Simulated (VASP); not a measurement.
Write the native input for VASP 6.6.1 that does the following.

* Task: single point
* Functional: PBE
* Potentials or basis: VASP PAW PBE potentials, release 64 (Si, Mo_sv)
* Cutoff: 520 eV
* k mesh: 4 × 4 × 4
* Occupations: gaussian, width 0.1 eV
* Spin: no spin polarisation
* Dipole correction: no
* Further INCAR settings: ALGO = Normal; EDIFF = 1e-06; NBANDS = 31

The structure of Si2Mo lies in POSCAR:

```
Si2Mo
1.0
    0.0000000000      3.5935038102      3.5935038102
    3.5935038102      0.0000000000      3.5935038102
    3.5935038102      3.5935038102      0.0000000000
Si Mo
4 2
Direct
    0.6250000000      0.6250000000      0.6250000000
    0.1250000000      0.6250000000      0.6250000000
    0.6250000000      0.6250000000      0.1250000000
    0.6250000000      0.1250000000      0.6250000000
    0.5000000000      0.5000000000      0.5000000000
    0.7500000000      0.7500000000      0.7500000000
```

These files were run (other wordings do the same):

INCAR

```
SYSTEM = Si2Mo
ALGO = Normal ; EDIFF = 1E-6
ENCUT = 520 ; GGA = PE
ISIF = 2 ; ISMEAR = 0
LASPH = .True. ; LCHARG = .True.
LELF = .True. ; LREAL = .False.
LVHAR = .True. ; LWAVE = .False.
NBANDS = 31 ; NELM = 80
PREC = Accurate ; SIGMA = 0.1
```

KPOINTS

```
k-points
0
Gamma
  4 4 4
  0 0 0
```

Potentials or basis: VASP PAW PBE potentials, release 64 (Si, Mo_sv).

Run with:

```console
$ cat potpaw_PBE.64/Si/POTCAR potpaw_PBE.64/Mo_sv/POTCAR > POTCAR
$ mpirun -np 1 vasp_std > vasp.out
```

It gave:

The pressure is 300.2 GPa and the band gap on the k mesh is 2.67 eV (least direct gap 2.82 eV).

Caveat: atoms lie so close that the PAW spheres overlap strongly, which falsifies energies and pressures; the cell stands under pressure.

Run time: 64 s on 1 thread of Intel Xeon 8259CL, with other jobs on the host, peak memory 0.24 GiB.
